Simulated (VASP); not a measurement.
# HfSe4Cl6: single point with PBE

System: HfSe4Cl6.

```
Cl Hf Se
1.0
     6.60320    0.61590    0.39686
    -0.35612    7.13824    0.59709
     0.34245    0.91301    6.66131
Cl Hf Se
6 1 4
Direct
  0.77296 0.39876 0.09390
  0.71892 0.98871 0.11215
  0.84333 0.23403 0.73770
  0.25091 0.15980 0.53320
  0.32464 0.86162 0.32240
  0.08188 0.53099 0.34505
  0.30715 0.29863 0.98879
  0.06685 0.75956 0.92986
  0.90137 0.89091 0.50534
  0.62062 0.55075 0.47409
  0.54436 0.74689 0.84785
```

```json
{"Program": "VASP 6.6.1", "Task": "single point", "Functional": "PBE", "Potentials or basis": "VASP PAW PBE potentials, release 64 (Cl, Hf_pv, Se)", "Cutoff": "520 eV", "k mesh": "2 × 2 × 2", "Occupations": "gaussian, width 0.1 eV", "Spin": "no spin polarisation", "Dipole correction": "no", "Charge": "1", "Further INCAR settings": "ALGO = Normal; EDIFF = 1e-06; NBANDS = 49; NELECT = 75.0"}
```

```
Largest force : 1.766 eV/Å
```

Forces in eV/Å, atoms in the order of the input:
```
Cl  -0.814  0.300  0.402
Cl  -0.245 -0.438 -0.005
Cl  -1.010  0.317 -0.728
Cl   0.779  0.495  0.658
Cl  -0.234  0.291 -0.353
Cl   0.281 -0.206 -1.330
Hf   0.445  1.393  0.422
Se   1.246 -0.942 -0.825
Se   0.083 -0.824  1.409
Se   0.413  0.757  1.210
Se  -0.943 -1.143 -0.860
```

Levels at points of the mesh, in eV from the Fermi level:
```csv
k point,band 34,band 35,band 36,band 37,band 38,band 39,band 40,band 41
"(0.00, 0.00, 0.00)",-0.61,-0.44,-0.29,-0.09,0.07,0.24,0.35,0.47
"(0.50, 0.00, 0.00)",-0.75,-0.59,-0.47,-0.14,-0.03,0.07,0.14,0.45
"(0.00, 0.50, 0.00)",-0.55,-0.48,-0.41,-0.25,0.07,0.09,0.39,0.50
"(0.50, 0.50, 0.00)",-0.71,-0.53,-0.41,-0.26,0.04,0.28,0.36,0.43
"(0.00, 0.00, 0.50)",-0.62,-0.50,-0.38,-0.26,-0.13,0.32,0.45,0.50
"(0.50, 0.00, 0.50)",-0.79,-0.55,-0.49,-0.22,-0.03,0.10,0.26,0.41
"(0.00, 0.50, 0.50)",-0.58,-0.42,-0.37,-0.18,0.07,0.18,0.34,0.45
"(0.50, 0.50, 0.50)",-0.73,-0.47,-0.36,-0.25,-0.03,0.20,0.46,0.47
```

Wall time 3.1 min on 1 thread of Intel(R) Xeon(R) Platinum 8259CL CPU @ 2.50GHz (Skylake/Cascade Lake) (shared host), peak memory 0.4 GiB.

Caveat: the k points lie up to 0.48 Å⁻¹ apart, too coarse for converged energies and pressures of a metal; the cell carries a net charge on a neutralising background, which shifts energy and pressure; the cell is charged against a uniform background, so pressure and absolute levels hang on convention; spin-orbit coupling is left out, which moves the levels of the heavy elements; an odd number of electrons without spin polarisation forces a metal; a magnetic or distorted state may lie lower.
